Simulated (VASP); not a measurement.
Set up this calculation in VASP 6.6.1, as the native input.

```yaml
Task: single point
Functional: PBE
Potentials_or_basis: VASP PAW PBE potentials, release 64 (Al, Cu)
Cutoff: 520 eV
k_mesh: 6 × 6 × 4
Occupations: gaussian, width 0.1 eV
Spin: no spin polarisation
Dipole_correction: no
Further_INCAR_settings: ALGO = Fast; EDIFF = 1e-07; NBANDS = 38
```

The structure of AlCu5 lies in POSCAR:

```
AlCu5
1.0
    4.4873947966     -0.0000000026      0.0000000000
   -2.2436973960      3.8861978920      0.0000000000
    0.0000000000      0.0000000000      4.2380549008
Al Cu
1 5
Direct
    0.0000000000      0.0000000000      0.5000000000
    0.6664582174      0.0000000000      0.0000000000
    0.0000000000      0.6664582174      0.0000000000
    0.3335417826      0.3335417826      0.0000000000
    0.3333333333      0.6666666667      0.5000000000
    0.6666666667      0.3333333333      0.5000000000
```

One way to write it, as run:

INCAR

```
PREC     = Accurate       # precision mode
ENCUT    = 520            # plane-wave cutoff, eV
EDIFF    = 1E-7           # SCF threshold, eV
ISMEAR   = 0              # smearing method
SIGMA    = 0.1            # smearing width, eV
LREAL    = F              # projectors in reciprocal space
LASPH    = T              # aspherical terms in the spheres
NELM     = 100            # most SCF steps
ALGO     = Fast           # electronic algorithm
ISIF     = 2              # what is computed and relaxed
LWAVE    = F              # write WAVECAR
LCHARG   = T              # write CHGCAR
GGA      = PE             # functional
LELF     = T              # ELF
LVHAR    = T            
NBANDS   = 38             # bands
```

KPOINTS

```
regular mesh
0
Gamma
  6 6 4
```

Potentials or basis: VASP PAW PBE potentials, release 64 (Al, Cu).

Run with:

```sh
$ cat potpaw_PBE.64/Al/POTCAR potpaw_PBE.64/Cu/POTCAR > POTCAR
$ mpirun -np 1 vasp_std > vasp.out
```

Results of the run:

- Pressure: 0.4 GPa
- Largest force: 0.003 eV/Å
- Band gap on the k mesh: zero (band 29 reaches 10.53 eV, above the bottom of band 30 at 6.25 eV)

Caveat: the k points lie up to 0.37 Å⁻¹ apart.

It took 65 s on 1 thread of Intel Xeon 6975P-C, on a shared host, peak memory 0.21 GiB.
